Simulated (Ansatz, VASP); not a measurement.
**MgO: VASP beside Ansatz**

The input INCAR:

```
ALGO = Normal ; EDIFF = 1E-6
ENCUT = 600 ; GGA = PS
GGA_COMPAT = F ; ISIF = 2
ISMEAR = 0 ; LASPH = T
LCHARG = F ; LREAL = F
LWAVE = F ; NBANDS = 11
NELM = 120 ; PREC = Accurate
SIGMA = 0.01
```

Contents of KPOINTS:

```
k-points
0
Gamma
  6 6 6
```

The input POSCAR:

```
MgO
1.0
    2.6233491278      0.0000000000      0.0000000000
    0.0000000000      2.6233491278      0.0000000000
    0.0000000000      0.0000000000      2.6233491278
Mg O
1 1
Direct
    0.0000000000      0.0000000000      0.0000000000
    0.5000000000      0.5000000000      0.5000000000
```

Input for Ansatz:

```yaml
crystal:
  lattice:
    - [2.6233491278, 0.0, 0.0]
    - [0.0, 2.6233491278, 0.0]
    - [0.0, 0.0, 2.6233491278]
  atoms:
    - { symbol: Mg, position: [0.0, 0.0, 0.0] }
    - { symbol: O, position: [0.5, 0.5, 0.5] }
kpoints:
  mp_grid: { grid: [6, 6, 6] }
hamiltonian:
  xc: pbesol
scf:
  occupations: { method: fixed }
  n_extra_bands: 4
output:
  forces: true
  stress: true
  eigenvalues: true
```

Alike in both runs: task single point; functional PBEsol; k mesh 6 × 6 × 6; no spin polarisation.

|  | VASP | Ansatz |
| --- | --- | --- |
| version | VASP 6.6.1 | Ansatz 0.2.0 |
| potentials or method | VASP PAW PBE potentials, release 64 (Mg, O) | plane waves |
| plane-wave cutoff (eV) | 600 | 420 |
| occupations | gaussian, width 0.01 eV | fixed |
| valence electrons in the cell | 8 | 16 |

|  | VASP | Ansatz | Ansatz less VASP |
| --- | --- | --- | --- |
| gap on the k mesh at the Fermi level (eV) | 2.57 | 2.57 | +0.001 |
| pressure (GPa) | 1.0 | 1.7 | +0.72 |

VASP's potentials were made for PBE, not for PBEsol. VASP's potentials hold 8 valence electrons a cell and Ansatz's 16, so a difference there can come from the potentials and not from the codes.
